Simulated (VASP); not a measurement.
Input of a VASP 6.6.1 run:

Contents of INCAR:

```
SYSTEM = ScAl3
PREC = Accurate ; ENCUT = 520
EDIFF = 1E-6 ; ISMEAR = 1
SIGMA = 0.1 ; LREAL = .False.
LASPH = .True. ; NELM = 60
ALGO = Normal ; ISIF = 2
LWAVE = .False. ; LCHARG = .True.
GGA = RP ; LELF = .True.
LVHAR = .True. ; NBANDS = 18
```

Contents of KPOINTS:

```
Automatic mesh
0
Gamma
  6 6 6
  0 0 0
```

POSCAR

```
ScAl3
1.0
    4.0878000000      0.0000000000      0.0000000000
    0.0000000000      4.0878000000      0.0000000000
    0.0000000000      0.0000000000      4.0878000000
Sc Al
1 3
Direct
    0.0000000000      0.0000000000      0.0000000000
    0.5000000000      0.0000000000      0.5000000000
    0.0000000000      0.5000000000      0.5000000000
    0.5000000000      0.5000000000      0.0000000000
```

Potentials or basis: VASP PAW PBE potentials, release 64 (Sc_sv, Al).

Launch:

```sh
$ cat potpaw_PBE.64/Sc_sv/POTCAR potpaw_PBE.64/Al/POTCAR > POTCAR
$ mpirun -np 1 vasp_std > vasp.out
```

(1) Predict the pressure.

(2) What does it give for the band gap on the k mesh?

## Answers

(1) 3.0 GPa.

(2) zero (band 10 reaches 8.31 eV, above the bottom of band 11 at 4.39 eV).

Caveat: the PAW data sets were made with another functional, which shifts forces and pressure a little.
